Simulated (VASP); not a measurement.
# Ag in VASP: relaxation of the atoms with PBE

Aim: the relaxation of the atoms of Ag with PBE.

Everything below comes from runs of VASP 6.6.1. Logs are shortened: lines on timing, memory, paths and dates and some standing lists are left out, and cuts for length are marked.

### 1 The cell of the first run

The cell holds a slab with vacuum, 3 atoms: a = 2.933 Å, b = 2.933 Å, c = 20.148 Å, α = 90.00°, β = 90.00°, γ = 90.00°.

### 2 Relaxation of the atoms, PBE

Input file INCAR:

```
PREC = Accurate
ENCUT = 520
EDIFF = 1E-6
ISMEAR = -1
SIGMA = 0.1
LREAL = F
LASPH = T
NELM = 80
ALGO = Normal
ISIF = 2
LWAVE = F
LCHARG = F
LDIPOL = T
IDIPOL = 3
DIPOL = 0.5 0.5 0.500
GGA = PE
IBRION = 2
NSW = 32
EDIFFG = -0.01
```

Input file KPOINTS:

```
Automatic mesh
0
Gamma
  12 12 1
```

Input file POSCAR:

```
Ag
1.0
    2.9330648184      0.0000000000      0.0000000000
    0.0000000000      2.9330648184      0.0000000000
    0.0000000000      0.0000000000     20.1480000000
Ag
3
Direct
    0.0000000000      0.0000000000      0.3990640059
    0.5000000000      0.5000000000      0.5000000006
    0.0000000000      0.0000000000      0.6009359935
```

Potentials or basis: VASP PAW PBE potentials, release 64 (Ag).

On the command line:

```sh
$ cat potpaw_PBE.64/Ag/POTCAR > POTCAR
$ mpirun -np 1 vasp_std > vasp.out
```

OUTCAR:

```text
PREC = Accurate
   ENCUT = 520
   EDIFF = 1E-6
   ISMEAR = -1
   LREAL = F
   LASPH = T
   NELM = 80
   ISIF = 2
   GGA = PE
   IBRION = 2
   NSW = 32
   EDIFFG = -0.01

 ion  position               nearest neighbor table
   1  0.000  0.000  0.399-   2 2.90   2 2.90   2 2.90   2 2.90
   2  0.500  0.500  0.500-   3 2.90   3 2.90   3 2.90   3 2.90   1 2.90   1 2.90   1 2.90   1 2.90

   3  0.000  0.000  0.601-   2 2.90   2 2.90   2 2.90   2 2.90

  LATTYP: Found a simple tetragonal cell.
 ALAT       =     2.9330648184
 C/A-ratio  =     6.8692651705

  Lattice vectors:

 A1 = (   2.9330648184,   0.0000000000,   0.0000000000)
 A2 = (   0.0000000000,   2.9330648184,   0.0000000000)
 A3 = (   0.0000000000,   0.0000000000,  20.1480000000)

Analysis of symmetry for initial positions (statically):
=====================================================================
 Subroutine PRICEL returns:
 Original cell was already a primitive cell.

 Routine SETGRP: Setting up the symmetry group for a
 simple tetragonal supercell.

 Subroutine GETGRP returns: Found 16 space group operations
 (whereof 16 operations were pure point group operations)
 out of a pool of 16 trial point group operations.

The static configuration has the point symmetry D_4h.

Analysis of symmetry for dynamics (positions and initial velocities):
=====================================================================
 Subroutine PRICEL returns:
 Original cell was already a primitive cell.

 Routine SETGRP: Setting up the symmetry group for a
 simple tetragonal supercell.

 Subroutine GETGRP returns: Found 16 space group operations
 (whereof 16 operations were pure point group operations)
 out of a pool of 16 trial point group operations.

The dynamic configuration has the point symmetry D_4h.

 Subroutine INISYM returns: Found 16 space group operations
 (whereof 16 operations are pure point group operations),
 and found     1 'primitive' translations

----------------------------------------------------------------------------------------

                                     Primitive cell

  volume of cell :     173.3306

  direct lattice vectors                    reciprocal lattice vectors
     2.933064818  0.000000000  0.000000000     0.340940300  0.000000000  0.000000000
     0.000000000  2.933064818  0.000000000     0.000000000  0.340940300  0.000000000
     0.000000000  0.000000000 20.148000000     0.000000000  0.000000000  0.049632718

  length of vectors
     2.933064818  2.933064818 20.148000000     0.340940300  0.340940300  0.049632718

  position of ions in fractional coordinates (direct lattice)
     0.000000000  0.000000000  0.399064006
     0.500000000  0.500000000  0.500000001
     0.000000000  0.000000000  0.600935994

  ion indices of the primitive-cell ions
   primitive index   ion index
                 1           1
                 2           2
                 3           3

----------------------------------------------------------------------------------------

 KPOINTS: Automatic mesh

Automatic generation of k-mesh.
 Grid dimensions read from file:
 generate k-points for:   12   12    1

 Generating k-lattice:

  Cartesian coordinates                     Fractional coordinates (reciprocal lattice)
     0.028411692  0.000000000  0.000000000     0.083333333  0.000000000  0.000000000
     0.000000000  0.028411692  0.000000000     0.000000000  0.083333333  0.000000000
     0.000000000  0.000000000  0.049632718     0.000000000  0.000000000  1.000000000

  Length of vectors
     0.028411692  0.028411692  0.049632718

  Shift w.r.t. Gamma in fractional coordinates (k-lattice)
     0.000000000  0.000000000  0.000000000

 Subroutine IBZKPT returns following result:
 ===========================================

 Found     28 irreducible k-points:

 Following reciprocal coordinates:
            Coordinates               Weight
  0.000000  0.000000  0.000000      1.000000
  0.083333  0.000000  0.000000      4.000000
  0.166667  0.000000  0.000000      4.000000
  0.250000  0.000000  0.000000      4.000000
  0.333333  0.000000  0.000000      4.000000
  0.416667  0.000000  0.000000      4.000000
[... 16 lines left out ...]
  0.333333  0.333333  0.000000      4.000000
  0.416667  0.333333  0.000000      8.000000
 [... further k-points ...]
   k-points           NKPTS =     28   k-points in BZ     NKDIM =     28   number of bands    NBANDS=     20
   number of dos      NEDOS =    301   number of ions     NIONS =      3
   total plane-waves  NPLWV =  86400
   dimension x,y,z NGX =    24 NGY =   24 NGZ =  150
   dimension x,y,z NGXF=    48 NGYF=   48 NGZF=  300
   ions per type =               3
   NGX,Y,Z   is equivalent  to a cutoff of  13.60, 13.60, 12.38 a.u.
   NGXF,Y,Z  is equivalent  to a cutoff of  27.21, 27.21, 24.75 a.u.
 SYSTEM =  unknown system
   PREC   = accura    normal or accurate (medium, high low for compatibility)
   ISTART =      0    job   : 0-new  1-cont  2-samecut
   ICHARG =      2    charge: 1-file 2-atom 10-const
   ISPIN  =      1    spin polarized calculation?
   LNONCOLLINEAR =      F non collinear calculations
   LSORBIT =      F    spin-orbit coupling
   LASPH  =      T    aspherical Exc in radial PAW
   ENCUT  =  520.0 eV  38.22 Ry    6.18 a.u.   5.45  5.45 37.46*2*pi/ulx,y,z
   NELM   =     80;   NELMIN=  2; NELMDL= -5     # of ELM steps
   EDIFF  = 0.1E-05   stopping-criterion for ELM
   LREAL  =      F    real-space projection
   EDIFFG = -.1E-01   stopping-criterion for IOM
   NSW    =     32    number of steps for IOM
   IBRION =      2    ionic relax: 0-MD 1-quasi-New 2-CG
   NFREE  =      1    steps in history (QN), initial steepest desc. (CG)
   ISIF   =      2    stress and relaxation
   ISYM   =      2    0-nonsym 1-usesym 2-fastsym
   POTIM  = 0.5000    time-step for ionic-motion
   TEBEG  =    0.0;   TEEND  =   0.0 temperature during run
   PSTRESS=    0.0 pullay stress
   NELECT =      33.0000    total number of electrons
   NUPDOWN=      -1.0000    fix difference up-down
   EMIN   =  10.00;   EMAX   =-10.00  energy-range for DOS
   EFERMI =   0.00;   METHOD = LEGACY
   ISMEAR =    -1;   SIGMA  =   0.10  broadening in eV -4-tet -1-fermi 0-gaus
   EFERMI_NEDOS =   21; number of points for ismear=-14 and -15
   IALGO  =     38    algorithm
   IMIX   =      4    mixing-type and parameters
     AMIX     =   0.40;   BMIX     =  1.00
     AMIX_MAG =   1.60;   BMIX_MAG =  1.00
  volume/ion in A,a.u.               =      57.78       389.90
  Fermi-wavevector in a.u.,A,eV,Ry     =   0.941791  1.779726 12.067955  0.886970
  Thomas-Fermi vector in A             =   2.069336
   LORBIT       =      0    0 simple, 1 ext, 2 COOP (PROOUT), +10 PAW based schemes
   GGA     = PE    functional components
   LHFCALC =     F    Hartree Fock is set to
   AEXX    =    0.0000 exact exchange contribution
   IVDW    =     0    specifies the selected vdW correction
   LEPSILON=     F    determine dielectric tensor
   LRPA    =     F    only Hartree local field effects (RPA)
 conjugate gradient relaxation of ions
 non-spin polarized calculation
  energy-cutoff  :      520.00
  volume of cell :      173.33
 maximum number of plane-waves:      4723
 NGX is ok and might be reduce to    24
   NGX = 11   NGY = 11   NGZ = 75

 dipolmoment           0.000000      0.000000      0.000000 electrons x Angstroem

 number of electron      33.0000005 magnetization

 dipolmoment           0.000000      0.000000     -0.000000 electrons x Angstroem

 Free energy of the ion-electron system (eV)
  ---------------------------------------------------
  ext. energy  EPLUGINS =         0.00000000
  ---------------------------------------------------
  free energy    TOTEN  =        -7.26061194 eV

  energy without entropy =       -7.21907413  energy(sigma->0) =       -7.23984303

 E-fermi :  -0.5016     XC(G=0):  -4.5419

 val. band max:       -0.6062984257   @ k =   0.5000   0.0000   0.0000
 cond. band min:      -0.4961560934   @ k =   0.1667   0.0000   0.0000
 fundamental gap:      0.1101423323
 Fermi energy:        -0.5016445929

 k-point     1 :       0.0000    0.0000    0.0000
  band No.  band energies     occupation
      1      -7.2685      2.00000
      2      -6.3702      2.00000
      3      -6.3617      2.00000
      4      -5.8413      2.00000
      5      -5.6743      2.00000
      6      -5.2526      2.00000
[... 12 lines left out ...]
     19       0.9284      0.00000
     20       3.4729      0.00000

 k-point     2 :       0.0833    0.0000    0.0000
  band No.  band energies     occupation
      1      -7.1414      2.00000
      2      -6.3321      2.00000
      3      -6.2672      2.00000
      4      -5.7884      2.00000
      5      -5.5994      2.00000
      6      -5.2047      2.00000
[... 12 lines left out ...]
     19       1.1636      0.00000
     20       3.5913      0.00000

 k-point     3 :       0.1667    0.0000    0.0000
  band No.  band energies     occupation
      1      -6.8116      2.00000
      2      -6.2201      2.00000
      3      -6.0043      2.00000
      4      -5.8267      2.00000
      5      -5.2333      2.00000
      6      -5.0541      2.00000
[... 12 lines left out ...]
     19       1.7878      0.00000
     20       3.9463      0.00000

 k-point     4 :       0.2500    0.0000    0.0000
  band No.  band energies     occupation
      1      -6.4833      2.00000
      2      -6.0022      2.00000
      3      -5.9556      2.00000
      4      -5.6413      2.00000
      5      -5.1267      2.00000
      6      -4.8637      2.00000
[... 12 lines left out ...]
     19       2.6510      0.00000
     20       4.5371      0.00000

 k-point     5 :       0.3333    0.0000    0.0000
  band No.  band energies     occupation
      1      -6.3451      2.00000
      2      -6.1105      2.00000
      3      -5.7454      2.00000
      4      -5.2785      2.00000
      5      -5.1203      2.00000
      6      -4.8649      2.00000
[... 12 lines left out ...]
     19       3.2565      0.00000
     20       3.5266      0.00000

 k-point     6 :       0.4167    0.0000    0.0000
  band No.  band energies     occupation
      1      -6.3190      2.00000
      2      -6.2287      2.00000
      3      -5.5356      2.00000
      4      -5.1983      2.00000
      5      -5.1186      2.00000
      6      -5.0009      2.00000
[... 12 lines left out ...]
     19       2.3228      0.00000
     20       2.9291      0.00000

 k-point     7 :       0.5000    0.0000    0.0000
  band No.  band energies     occupation
      1      -6.3202      2.00000
      2      -6.2721      2.00000
      3      -5.4025      2.00000
      4      -5.2742      2.00000
      5      -5.1409      2.00000
      6      -5.0349      2.00000
[... 12 lines left out ...]
     19       1.9372      0.00000
     20       2.8726      0.00000
[... 277 lines left out ...]
 k-point    20 :       0.3333    0.2500    0.0000
  band No.  band energies     occupation
      1      -5.8924      2.00000
      2      -5.8086      2.00000
      3      -5.7431      2.00000
      4      -5.6717      2.00000
      5      -5.3307      2.00000
      6      -4.9537      2.00000
[... 12 lines left out ...]
     19       4.2805      0.00000
     20       4.8984      0.00000

 k-point    21 :       0.4167    0.2500    0.0000
  band No.  band energies     occupation
      1      -6.0494      2.00000
      2      -5.8837      2.00000
      3      -5.8095      2.00000
      4      -5.7659      2.00000
      5      -5.3701      2.00000
      6      -5.0708      2.00000
[... 12 lines left out ...]
     19       3.4029      0.00000
     20       4.1253      0.00000

 k-point    22 :       0.5000    0.2500    0.0000
  band No.  band energies     occupation
      1      -6.1056      2.00000
      2      -5.9149      2.00000
      3      -5.8391      2.00000
      4      -5.8024      2.00000
      5      -5.3913      2.00000
      6      -5.1147      2.00000
[... 12 lines left out ...]
     19       2.6293      0.00000
     20       4.2421      0.00000

 k-point    23 :       0.3333    0.3333    0.0000
  band No.  band energies     occupation
      1      -6.0041      2.00000
      2      -5.9528      2.00000
      3      -5.8938      2.00000
      4      -5.8298      2.00000
      5      -5.1711      2.00000
      6      -5.0880      2.00000
[... 12 lines left out ...]
     19       4.2441      0.00000
     20       5.8230      0.00000

 k-point    24 :       0.4167    0.3333    0.0000
  band No.  band energies     occupation
      1      -6.1532      2.00000
      2      -6.0829      2.00000
      3      -5.9862      2.00000
      4      -5.9292      2.00000
      5      -5.3315      2.00000
      6      -5.1843      2.00000
[... 12 lines left out ...]
     19       4.2836      0.00000
     20       4.9442      0.00000

 [... further k-points ...]

------------------------ aborting loop because EDIFF is reached ----------------------------------------

 vacuum level on the upper side and lower side of the slab       (xc-potential included)        -0.155        -0.155

  FORCE on cell =-STRESS in cart. coord.  units (eV):
  Direction    XX          YY          ZZ          XY          YZ          ZX
  --------------------------------------------------------------------------------------
  -------------------------------------------------------------------------------------
  Total       -1.0643107     -1.0643107     -0.0475399      0.0000000      0.0000000      0.0000000
  in kB       -9.8379303     -9.8379303     -0.4394336      0.0000000      0.0000000      0.0000000
  external PRESSURE =      -6.7050980 kB  Pullay stress =       0.0000000 kB

 VOLUME and BASIS-vectors are now :
 -----------------------------------------------------------------------------
  energy-cutoff  :      520.00
  volume of cell :      173.33
      direct lattice vectors                 reciprocal lattice vectors
     2.933064818  0.000000000  0.000000000     0.340940300  0.000000000  0.000000000
     0.000000000  2.933064818  0.000000000     0.000000000  0.340940300  0.000000000
     0.000000000  0.000000000 20.148000000     0.000000000  0.000000000  0.049632718

 POSITION                                       TOTAL-FORCE (eV/Angst)
 -----------------------------------------------------------------------------------
      0.00000      0.00000      8.04034         0.000000     -0.000000      0.004260
      1.46653      1.46653     10.07400        -0.000000      0.000000      0.000000
      0.00000      0.00000     12.10766        -0.000000     -0.000000     -0.004260
 -----------------------------------------------------------------------------------
    total drift:                                0.000000     -0.000000     -0.000001

  FREE ENERGIE OF THE ION-ELECTRON SYSTEM (eV)
  ---------------------------------------------------
  free  energy   TOTEN  =        -7.2606119369 eV

  energy  without entropy=       -7.2190741273  energy(sigma->0) =       -7.23984303

 reached required accuracy - stopping structural energy minimisation

 vacuum level on the upper side and lower side of the slab         3.683         3.683
```

Run time: 2.6 min. Hardware: 1 thread of Oxide Virtual Turin-like, shared host; peak memory 0.27 GiB.

Results:

| Property | Result |
| --- | --- |
| Free energy | -7.2606 eV |
| Largest force after relaxing | 0.004 eV/Å |
| Band gap on the k mesh | zero (an odd number of electrons rules out a gap without spin polarisation) |

Forces on the atoms (eV/Å):
```
Ag   0.000  0.000  0.004
Ag   0.000  0.000  0.000
Ag   0.000  0.000 -0.004
```

Final structure:
```
Ag
1.0
     2.93306    0.00000    0.00000
     0.00000    2.93306    0.00000
     0.00000    0.00000   20.14800
Ag
3
Direct
  0.00000 0.00000 0.39906
  0.50000 0.50000 0.50000
  0.00000 0.00000 0.60094
```

Caveat: the relaxation stopped at its first step, so nothing moved.
